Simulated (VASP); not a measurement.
Write the native input for VASP 6.6.1 that does the following.

- Task: relaxation of cell and atoms
- Functional: r2SCAN
- Potentials or basis: VASP PAW PBE potentials, release 64 (In_d, As)
- Cutoff: 600 eV
- k mesh: 8 × 8 × 8
- Occupations: fermi-dirac, width 0.02 eV
- Spin: no spin polarisation
- Dipole correction: no
- Further INCAR settings: ALGO = Normal; EDIFF = 1e-06; IBRION = 2; EDIFFG = -0.005; NSW = 80; ISIF = 3

Crystal: InAs.

```xyz
2
Lattice="0.0000 2.8767 2.8767 2.8767 0.0000 2.8767 2.8767 2.8767 0.0000" Properties=species:S:1:pos:R:3 pbc="T T T"
In    0.0000    0.0000    0.0000
As    2.8767    2.8767    2.8767
```

These files were run (other wordings do the same):

POSCAR

```
InAs
1.0
    0.0000000000      2.8767311218      2.8767311218
    2.8767311218      0.0000000000      2.8767311218
    2.8767311218      2.8767311218      0.0000000000
In As
1 1
Direct
    0.0000000000      0.0000000000      0.0000000000
    0.5000000000      0.5000000000      0.5000000000
```

INCAR.step1

```
SYSTEM = InAs
PREC = Accurate
ENCUT = 600
ISMEAR = -1
SIGMA = 0.02
LREAL = .False.
LASPH = .True.
NELM = 80
GGA = PE
ALGO = Normal
EDIFF = 1E-4
LWAVE = .True.
LCHARG = .False.
```

INCAR.step2

```
SYSTEM = InAs
PREC = Accurate
ENCUT = 600
EDIFF = 1E-6
ISMEAR = -1
SIGMA = 0.02
LREAL = .False.
LASPH = .True.
NELM = 80
ALGO = Normal
ISIF = 3
LWAVE = .False.
LCHARG = .False.
METAGGA = R2SCAN
LMIXTAU = .True.
IBRION = 2
NSW = 80
EDIFFG = -0.005
ISTART = 1
```

KPOINTS

```
Automatic mesh
0
Gamma
  8 8 8
  0 0 0
```

Potentials or basis: VASP PAW PBE potentials, release 64 (In_d, As).

The run is started by

```sh
$ cat potpaw_PBE.64/In_d/POTCAR potpaw_PBE.64/As/POTCAR > POTCAR
$ cp INCAR.step1 INCAR
$ mpirun -np 1 vasp_std > vasp.out
$ cp INCAR.step2 INCAR
$ mpirun -np 1 vasp_std > vasp.out
```

It gave:

```json
{"Relaxed volume": "22.99 Å³/atom", "Relaxed cell": "a = 4.021 Å, b = 4.021 Å, c = 4.021 Å, α = 60.00°, β = 60.00°, γ = 60.00°", "Space group after relaxing (to 0.1 Å)": "Fm-3m (No. 225)", "Energy gained by relaxing": "6.1 meV/atom", "Ionic steps": "4", "Pressure after relaxing": "0.0 GPa", "Band gap on the k mesh": "zero (bands 9 and 10 overlap by 2.78 eV)"}
```

Caveat: the structure was generated, so it needn't be the stable form of InAs; the PAW data sets were made with another functional, which shifts forces and pressure a little; spin-orbit coupling is left out, which moves the levels of the heavy elements.

Wall time 10 min on 1 thread of Intel Xeon 8259CL, on a shared host, peak memory 0.23 GiB.
